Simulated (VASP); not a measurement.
LiF: electric field gradients with LDA

LiF:

```
CELL_PARAMETERS angstrom
0.00000 2.01400 2.01400
2.01400 0.00000 2.01400
2.01400 2.01400 0.00000
ATOMIC_POSITIONS crystal
Li 0.00000 0.00000 0.00000
F 0.50000 0.50000 0.50000
```

* Program: VASP 6.6.1
* Task: electric field gradients
* Functional: LDA
* Potentials or basis: VASP PAW LDA potentials, release 64 (Li_sv, F)
* Cutoff: 520 eV
* k mesh: 10 × 10 × 10
* Occupations: fermi-dirac, width 0.03 eV
* Spin: no spin polarisation
* Dipole correction: no
* Further INCAR settings: ALGO = Normal; EDIFF = 1e-08; NBANDS = 12

```
Band gap on the k mesh : 8.83 eV, direct
```

Levels at points of the mesh, in eV from the valence-band top:
```csv
k point,band 3,band 4,band 5,band 6,band 7,band 8
"(0.00, 0.00, 0.00)",0.00,0.00,0.00,8.83,23.46,23.46
"(0.50, 0.00, 0.00)",-2.58,-0.23,-0.23,10.37,16.38,18.41
"(0.50, 0.50, 0.00)",-3.12,-1.03,-1.03,14.41,16.03,17.13
```

Wall time 6.7 s on 1 thread of Intel Xeon 6975P-C (shared host), peak memory 0.12 GiB.

Caveat: without QUAD_EFG the Cq values of the log hold for a quadrupole moment of 1 mb, not for the nuclei. LDA gaps usually lie below the measured ones, often by a third to a half.
